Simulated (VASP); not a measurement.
# CoSi (NiAs type) (P6_3/mmc) in VASP: notebook

CoSi (NiAs type) is run at these levels: PBE; tasks: single point.

All numbers are computed with VASP 6.6.1; they aren't measurements. Logs are shortened: lines on timing, memory, paths and dates and some standing lists are left out, and cuts for length are marked.

## Step 1: The cell of the first run

The structure is hexagonal, space group P6_3/mmc (No. 194). Conventional cell: a = 3.212 Å, b = 3.212 Å, c = 4.896 Å, α = 90.00°, β = 90.00°, γ = 120.00°. Co (site symmetry -3m) has 6 Si at 2.22 Å and 2 Co at 2.45 Å within 2.9 Å. Si (site symmetry -6m2) has 6 Co at 2.22 Å within 2.9 Å.

## Step 2: Single point, PBE

INCAR reads:

```
SYSTEM = CoSi
ALGO = Normal
EDIFF = 1E-6
ENCUT = 520
GGA = PE
ISIF = 2
ISMEAR = -1
LASPH = .TRUE.
LCHARG = .FALSE.
LREAL = .FALSE.
LWAVE = .FALSE.
NBANDS = 21
NELM = 60
PREC = Accurate
SIGMA = 0.08
```

KPOINTS reads:

```
k-points
0
G
  12 12 7
  0 0 0
```

POSCAR reads:

```
CoSi
1.0
    3.2121099540      0.0000000000      0.0000000000
   -1.6060549770      2.7817688199      0.0000000000
    0.0000000000      0.0000000000      4.8962257493
Co Si
2 2
Direct
    0.0000000000      0.0000000000      0.0000000000
    0.0000000000      0.0000000000      0.5000000000
    0.3333333333      0.6666666667      0.2500000000
    0.6666666667      0.3333333333      0.7500000000
```

Potentials or basis: VASP PAW PBE potentials, release 64 (Co, Si).

On the command line:

```
> cat potpaw_PBE.64/Co/POTCAR potpaw_PBE.64/Si/POTCAR > POTCAR
> mpirun -np 1 vasp_std > vasp.out
```

OUTCAR:

```text
SYSTEM = CoSi
   EDIFF = 1E-6
   ENCUT = 520
   GGA = PE
   ISIF = 2
   ISMEAR = -1
   LASPH = .TRUE.
   LREAL = .FALSE.
   NELM = 60
   PREC = Accurate

 ion  position               nearest neighbor table
   1  0.000  0.000  0.000-   3 2.22   4 2.22   3 2.22   4 2.22   4 2.22   3 2.22   2 2.45   2 2.45

   2  0.000  0.000  0.500-   3 2.22   4 2.22   3 2.22   4 2.22   4 2.22   3 2.22   1 2.45   1 2.45

   3  0.333  0.667  0.250-   1 2.22   2 2.22   1 2.22   2 2.22   1 2.22   2 2.22   4 3.07   4 3.07
                             4 3.07   4 3.07   4 3.07   4 3.07
   4  0.667  0.333  0.750-   1 2.22   2 2.22   1 2.22   2 2.22   1 2.22   2 2.22   3 3.07   3 3.07
                             3 3.07   3 3.07   3 3.07   3 3.07

  LATTYP: Found a hexagonal cell.
 ALAT       =     3.2121099540
 C/A-ratio  =     1.5243020380

  Lattice vectors:

 A1 = (   3.2121099540,   0.0000000000,   0.0000000000)
 A2 = (  -1.6060549770,   2.7817688199,   0.0000000000)
 A3 = (   0.0000000000,   0.0000000000,   4.8962257493)

Analysis of symmetry for initial positions (statically):
=====================================================================
 Subroutine PRICEL returns:
 Original cell was already a primitive cell.

 Routine SETGRP: Setting up the symmetry group for a
 hexagonal supercell.

 Subroutine GETGRP returns: Found 24 space group operations
 (whereof 12 operations were pure point group operations)
 out of a pool of 24 trial point group operations.

The static configuration has the point symmetry D_3d.
 The point group associated with its full space group is D_6h.

Analysis of symmetry for dynamics (positions and initial velocities):
=====================================================================
 Subroutine PRICEL returns:
 Original cell was already a primitive cell.

 Routine SETGRP: Setting up the symmetry group for a
 hexagonal supercell.

 Subroutine GETGRP returns: Found 24 space group operations
 (whereof 12 operations were pure point group operations)
 out of a pool of 24 trial point group operations.

The dynamic configuration has the point symmetry D_3d.
 The point group associated with its full space group is D_6h.

 Subroutine INISYM returns: Found 24 space group operations
 (whereof 12 operations are pure point group operations),
 and found     1 'primitive' translations

----------------------------------------------------------------------------------------

                                     Primitive cell

  volume of cell :      43.7495

  direct lattice vectors                    reciprocal lattice vectors
     3.212109954  0.000000000  0.000000000     0.311321846  0.179741752  0.000000000
    -1.606054977  2.781768820  0.000000000     0.000000000  0.359483503  0.000000000
     0.000000000  0.000000000  4.896225749     0.000000000  0.000000000  0.204238949

  length of vectors
     3.212109954  3.212109954  4.896225749     0.359483503  0.359483503  0.204238949

  position of ions in fractional coordinates (direct lattice)
     0.000000000  0.000000000  0.000000000
     0.000000000  0.000000000  0.500000000
     0.333333333  0.666666667  0.250000000
     0.666666667  0.333333333  0.750000000

  ion indices of the primitive-cell ions
   primitive index   ion index
                 1           1
                 2           2
                 3           3
                 4           4

----------------------------------------------------------------------------------------

 KPOINTS: k-points

Automatic generation of k-mesh.
 Grid dimensions read from file:
 generate k-points for:   12   12    7

 Generating k-lattice:

  Cartesian coordinates                     Fractional coordinates (reciprocal lattice)
     0.025943487  0.014978479  0.000000000     0.083333333  0.000000000  0.000000000
     0.000000000  0.029956959  0.000000000     0.000000000  0.083333333  0.000000000
     0.000000000  0.000000000  0.029176993     0.000000000  0.000000000  0.142857143

  Length of vectors
     0.029956959  0.029956959  0.029176993

  Shift w.r.t. Gamma in fractional coordinates (k-lattice)
     0.000000000  0.000000000  0.000000000

 Subroutine IBZKPT returns following result:
 ===========================================

 Found     76 irreducible k-points:

 Following reciprocal coordinates:
            Coordinates               Weight
  0.000000  0.000000  0.000000      1.000000
  0.083333 -0.000000  0.000000      6.000000
  0.166667 -0.000000  0.000000      6.000000
  0.250000 -0.000000  0.000000      6.000000
  0.333333  0.000000  0.000000      6.000000
  0.416667  0.000000  0.000000      6.000000
[... 16 lines left out ...]
  0.250000 -0.000000  0.142857     12.000000
  0.333333  0.000000  0.142857     12.000000
 [... further k-points ...]
   k-points           NKPTS =     76   k-points in BZ     NKDIM =     76   number of bands    NBANDS=     21
   number of dos      NEDOS =    301   number of ions     NIONS =      4
   total plane-waves  NPLWV =  20736
   dimension x,y,z NGX =    24 NGY =   24 NGZ =   36
   dimension x,y,z NGXF=    48 NGYF=   48 NGZF=   72
   ions per type =               2   2
   NGX,Y,Z   is equivalent  to a cutoff of  12.42, 12.42, 12.22 a.u.
   NGXF,Y,Z  is equivalent  to a cutoff of  24.84, 24.84, 24.45 a.u.
 SYSTEM =  CoSi
   PREC   = accura    normal or accurate (medium, high low for compatibility)
   ISTART =      0    job   : 0-new  1-cont  2-samecut
   ICHARG =      2    charge: 1-file 2-atom 10-const
   ISPIN  =      1    spin polarized calculation?
   LNONCOLLINEAR =      F non collinear calculations
   LSORBIT =      F    spin-orbit coupling
   LASPH  =      T    aspherical Exc in radial PAW
   ENCUT  =  520.0 eV  38.22 Ry    6.18 a.u.   5.97  5.97  9.10*2*pi/ulx,y,z
   NELM   =     60;   NELMIN=  2; NELMDL= -5     # of ELM steps
   EDIFF  = 0.1E-05   stopping-criterion for ELM
   LREAL  =      F    real-space projection
   EDIFFG = 0.1E-04   stopping-criterion for IOM
   NSW    =      0    number of steps for IOM
   IBRION =     -1    ionic relax: 0-MD 1-quasi-New 2-CG
   NFREE  =      0    steps in history (QN), initial steepest desc. (CG)
   ISIF   =      2    stress and relaxation
   ISYM   =      2    0-nonsym 1-usesym 2-fastsym
   POTIM  = 0.5000    time-step for ionic-motion
   TEBEG  =    0.0;   TEEND  =   0.0 temperature during run
   PSTRESS=    0.0 pullay stress
   NELECT =      26.0000    total number of electrons
   NUPDOWN=      -1.0000    fix difference up-down
   EMIN   =  10.00;   EMAX   =-10.00  energy-range for DOS
   EFERMI =   0.00;   METHOD = LEGACY
   ISMEAR =    -1;   SIGMA  =   0.08  broadening in eV -4-tet -1-fermi 0-gaus
   EFERMI_NEDOS =   21; number of points for ismear=-14 and -15
   IALGO  =     38    algorithm
   IMIX   =      4    mixing-type and parameters
     AMIX     =   0.40;   BMIX     =  1.00
     AMIX_MAG =   1.60;   BMIX_MAG =  1.00
  volume/ion in A,a.u.               =      10.94        73.81
  Fermi-wavevector in a.u.,A,eV,Ry     =   1.376390  2.601001 25.775567  1.894451
  Thomas-Fermi vector in A             =   2.501639
   LORBIT       =      0    0 simple, 1 ext, 2 COOP (PROOUT), +10 PAW based schemes
   GGA     = PE    functional components
   LHFCALC =     F    Hartree Fock is set to
   AEXX    =    0.0000 exact exchange contribution
   IVDW    =     0    specifies the selected vdW correction
   LEPSILON=     F    determine dielectric tensor
   LRPA    =     F    only Hartree local field effects (RPA)
 non-spin polarized calculation
  energy-cutoff  :      520.00
  volume of cell :       43.75
 maximum number of plane-waves:      1200
 NGX is ok and might be reduce to    24
   NGX = 11   NGY = 11   NGZ = 19

 number of electron      26.0000002 magnetization

 Free energy of the ion-electron system (eV)
  ---------------------------------------------------
  ext. energy  EPLUGINS =         0.00000000
  ---------------------------------------------------
  free energy    TOTEN  =       -25.93143283 eV

  energy without entropy =      -25.89366752  energy(sigma->0) =      -25.91255017

 E-fermi :  11.6791     XC(G=0): -12.7330

 val. band max:       11.6702584724   @ k =   0.3333   0.1667   0.1429
 cond. band min:      11.6946677418   @ k =   0.3333   0.1667   0.0000
 fundamental gap:      0.0244092694
 Fermi energy:        11.6791483603

 k-point     1 :       0.0000    0.0000    0.0000
  band No.  band energies     occupation
      1      -1.3527      2.00000
      2       4.0970      2.00000
      3       4.6756      2.00000
      4       7.8979      2.00000
      5       7.8979      2.00000
      6       8.0582      2.00000
[... 13 lines left out ...]
     20      20.5191      0.00000
     21      20.5191      0.00000

 k-point     2 :       0.0833   -0.0000    0.0000
  band No.  band energies     occupation
      1      -1.2180      2.00000
      2       4.1303      2.00000
      3       4.8113      2.00000
      4       7.8648      2.00000
      5       7.9193      2.00000
      6       8.0520      2.00000
[... 13 lines left out ...]
     20      20.8133      0.00000
     21      20.9869      0.00000

 k-point     3 :       0.1667   -0.0000    0.0000
  band No.  band energies     occupation
      1      -0.8175      2.00000
      2       4.2187      2.00000
      3       5.2106      2.00000
      4       7.6933      2.00000
      5       7.9579      2.00000
      6       8.0202      2.00000
[... 13 lines left out ...]
     20      21.5818      0.00000
     21      22.0503      0.00000
[... 457 lines left out ...]
 k-point    23 :       0.2500   -0.0000    0.1429
  band No.  band energies     occupation
      1      -0.0412      2.00000
      2       3.6828      2.00000
      3       6.3187      2.00000
      4       7.3543      2.00000
      5       8.0309      2.00000
      6       8.0530      2.00000
[... 13 lines left out ...]
     20      20.2137      0.00000
     21      21.5362      0.00000

 k-point    24 :       0.3333    0.0000    0.1429
  band No.  band energies     occupation
      1       0.8388      2.00000
      2       4.0135      2.00000
      3       6.1503      2.00000
      4       6.9522      2.00000
      5       7.9850      2.00000
      6       8.0433      2.00000
[... 13 lines left out ...]
     20      19.8882      0.00000
     21      21.1324      0.00000

 [... further k-points ...]

------------------------ aborting loop because EDIFF is reached ----------------------------------------

  FORCE on cell =-STRESS in cart. coord.  units (eV):
  Direction    XX          YY          ZZ          XY          YZ          ZX
  --------------------------------------------------------------------------------------
  -------------------------------------------------------------------------------------
  Total        8.1230941      8.1230941      8.1880411      0.0000000     -0.0000000      0.0000000
  in kB      297.4809733    297.4809733    299.8594409      0.0000000     -0.0000000      0.0000000
  external PRESSURE =     298.2737958 kB  Pullay stress =       0.0000000 kB

 VOLUME and BASIS-vectors are now :
 -----------------------------------------------------------------------------
  energy-cutoff  :      520.00
  volume of cell :       43.75
      direct lattice vectors                 reciprocal lattice vectors
     3.212109954  0.000000000  0.000000000     0.311321846  0.179741752  0.000000000
    -1.606054977  2.781768820  0.000000000     0.000000000  0.359483503  0.000000000
     0.000000000  0.000000000  4.896225749     0.000000000  0.000000000  0.204238949

 POSITION                                       TOTAL-FORCE (eV/Angst)
 -----------------------------------------------------------------------------------
      0.00000      0.00000      0.00000        -0.000000      0.000000      0.000000
      0.00000      0.00000      2.44811        -0.000000      0.000000      0.000000
     -0.00000      1.85451      1.22406         0.000000     -0.000000      0.000000
      1.60605      0.92726      3.67217        -0.000000      0.000000     -0.000000
 -----------------------------------------------------------------------------------
    total drift:                               -0.000000      0.000000      0.000000

  FREE ENERGIE OF THE ION-ELECTRON SYSTEM (eV)
  ---------------------------------------------------
  free  energy   TOTEN  =       -25.9314328263 eV

  energy  without entropy=      -25.8936675225  energy(sigma->0) =      -25.91255017
```

Wall time 18 s (1 thread of Intel Xeon 6975P-C (Granite Rapids), shared host); peak memory 0.19 GiB.

Results:

| Property | Result |
| --- | --- |
| Free energy | -25.9314 eV |
| Pressure | 29.8 GPa |
| Band gap on the k mesh | zero (bands 13 and 14 overlap by 3.07 eV) |

Stress tensor (GPa, compression positive):
```
29.75  0.00  0.00
 0.00 29.75  0.00
 0.00  0.00 29.99
```

Levels at points of the mesh, in eV from the Fermi level:
| k point | band 11 | band 12 | band 13 | band 14 | band 15 | band 16 |
| --- | --- | --- | --- | --- | --- | --- |
| (0.00, 0.00, 0.00) | -0.77 | -0.77 | 1.27 | 4.16 | 4.16 | 6.50 |
| (0.50, 0.00, 0.00) | -1.24 | -1.03 | -0.73 | -0.53 | -0.20 | 3.30 |

Caveat: the cell stands under pressure; the run has no spin polarisation, though such a crystal can be magnetic.

## Step 3: Single point, PBE (10.94 Å³/atom)

INCAR reads:

```
SYSTEM = CoSi
ALGO     = Normal         ! electronic algorithm
EDIFF    = 1E-6           ! SCF threshold, eV
ENCUT    = 520            ! plane-wave cutoff, eV
GGA      = PE             ! functional
ISIF     = 2              ! what is computed and relaxed
ISMEAR   = -1             ! smearing method
LASPH    = .TRUE.         ! aspherical terms in the spheres
LCHARG   = .FALSE.        ! write CHGCAR
LREAL    = .FALSE.        ! projectors in reciprocal space
LWAVE    = .FALSE.        ! write WAVECAR
NBANDS   = 21             ! bands
NELM     = 100            ! most SCF steps
PREC     = Accurate       ! precision mode
SIGMA    = 0.08           ! smearing width, eV
```

KPOINTS is that of step 2.

Changes to POSCAR since step 2:

```diff
@@ -4,3 +4,3 @@
    -1.6060549770      2.7817688199      0.0000000000
-    0.0000000000      0.0000000000      4.8962257493
+    0.0000000000      0.0000000000      4.8962257494
 Co Si
```

Potentials or basis: VASP PAW PBE potentials, release 64 (Co, Si).

On the command line:

```
> cat potpaw_PBE.64/Co/POTCAR potpaw_PBE.64/Si/POTCAR > POTCAR
> mpirun -np 1 vasp_std > vasp.out
```

It took 18 s on 1 thread of Intel Xeon 6975P-C (Granite Rapids), shared host; peak memory 0.19 GiB.

Results (log left out):

```
Free energy            : -25.9314 eV
Pressure               : 29.8 GPa
Band gap on the k mesh : zero (bands 13 and 14 overlap by 3.07 eV)
```

Stress tensor (GPa, compression positive):
```
29.75  0.00  0.00
 0.00 29.75  0.00
 0.00  0.00 29.99
```

Levels at points of the mesh, in eV from the Fermi level:
```
           k point  band 10  band 11  band 12  band 13  band 14  band 15  band 16  band 17
(0.00, 0.00, 0.00)    -2.22    -0.77    -0.77     1.27     4.16     4.16     6.50     6.96
(0.50, 0.00, 0.00)    -1.28    -1.24    -1.03    -0.73    -0.53    -0.20     3.30     3.40
```

Caveat: the cell stands under pressure; the run has no spin polarisation, though such a crystal can be magnetic. Spin polarisation is off, so any magnetic state and its effect on volume and gap are missing.

## Step 4: Single point, PBE

This run uses another cell than the first one, of 11.68 Å³/atom.

Changes to INCAR since step 3:

```diff
@@ -2,3 +2,3 @@
 ALGO     = Normal         ! electronic algorithm
-EDIFF    = 1E-6           ! SCF threshold, eV
+EDIFF    = 1E-7           ! SCF threshold, eV
 ENCUT    = 520            ! plane-wave cutoff, eV
@@ -12,3 +12,3 @@
 NBANDS   = 21             ! bands
-NELM     = 100            ! most SCF steps
+NELM     = 60             ! most SCF steps
 PREC     = Accurate       ! precision mode
```

KPOINTS is that of step 3.

POSCAR reads:

```
CoSi
1.0
    3.2986983995      0.0000000000      0.0000000000
   -1.6493491998      2.8567566134      0.0000000000
    0.0000000000      0.0000000000      4.9590924181
Co Si
2 2
Direct
    0.0000000000      0.0000000000      0.0000000000
    0.0000000000      0.0000000000      0.5000000000
    0.3333333333      0.6666666667      0.2500000000
    0.6666666667      0.3333333333      0.7500000000
```

On the command line:

```
> cat potpaw_PBE.64/Co/POTCAR potpaw_PBE.64/Si/POTCAR > POTCAR
> mpirun -np 1 vasp_std > vasp.out
```

Run time: 34 s. Hardware: 1 thread of Intel Xeon 6975P-C (Granite Rapids), shared host; peak memory 0.22 GiB.

It converged, with:

```yaml
Free_energy: -26.3162 eV
Pressure: 12.4 GPa
Band_gap_on_the_k_mesh: zero (bands 13 and 14 overlap by 2.89 eV)
```

Stress tensor (GPa, compression positive):
```
12.35  0.00  0.00
 0.00 12.35  0.00
 0.00  0.00 12.63
```

Levels at points of the mesh, in eV from the Fermi level:
| k point | band 11 | band 12 | band 13 | band 14 | band 15 | band 16 |
| --- | --- | --- | --- | --- | --- | --- |
| (0.00, 0.00, 0.00) | -0.63 | -0.63 | 1.27 | 3.82 | 3.82 | 6.24 |
| (0.50, 0.00, 0.00) | -1.03 | -0.97 | -0.61 | -0.47 | -0.27 | 3.06 |

Caveat: the cell stands under pressure; the run has no spin polarisation, though such a crystal can be magnetic. Spin polarisation is off, so any magnetic state and its effect on volume and gap are missing.

## Step 5: Single point, PBE (11.68 Å³/atom)

This run uses another cell than the first one, of 11.68 Å³/atom.

INCAR reads:

```
ALGO = Normal
EDIFF = 1E-7
ENCUT = 520
GGA = PE
ISIF = 2
ISMEAR = -1
LASPH = T
LCHARG = F
LREAL = F
LWAVE = F
NBANDS = 21
NELM = 80
PREC = Accurate
SIGMA = 0.08
```

KPOINTS reads:

```
k-points
0
Gamma
  12 12 7
```

Changes to POSCAR since step 4:

```diff
@@ -4,3 +4,3 @@
    -1.6493491998      2.8567566134      0.0000000000
-    0.0000000000      0.0000000000      4.9590924181
+    0.0000000000      0.0000000000      4.9590924182
 Co Si
```

On the command line:

```
> cat potpaw_PBE.64/Co/POTCAR potpaw_PBE.64/Si/POTCAR > POTCAR
> mpirun -np 1 vasp_std > vasp.out
```

Run time: 35 s. Hardware: 1 thread of Intel Xeon 6975P-C (Granite Rapids), shared host; peak memory 0.21 GiB.

It converged, with:

| Quantity | Value |
| --- | --- |
| Free energy | -26.3162 eV |
| Pressure | 12.4 GPa |
| Band gap on the k mesh | zero (bands 13 and 14 overlap by 2.89 eV) |

Stress tensor (GPa, compression positive):
```
12.35  0.00  0.00
 0.00 12.35  0.00
 0.00  0.00 12.63
```

Levels at points of the mesh, in eV from the Fermi level:
```
           k point  band 10  band 11  band 12  band 13  band 14  band 15  band 16  band 17
(0.00, 0.00, 0.00)    -1.96    -0.63    -0.63     1.27     3.82     3.82     6.24     6.59
(0.50, 0.00, 0.00)    -1.13    -1.03    -0.97    -0.61    -0.47    -0.27     3.06     3.17
```

Caveat: the cell stands under pressure; the run has no spin polarisation, though such a crystal can be magnetic. Spin polarisation is off, so any magnetic state and its effect on volume and gap are missing.
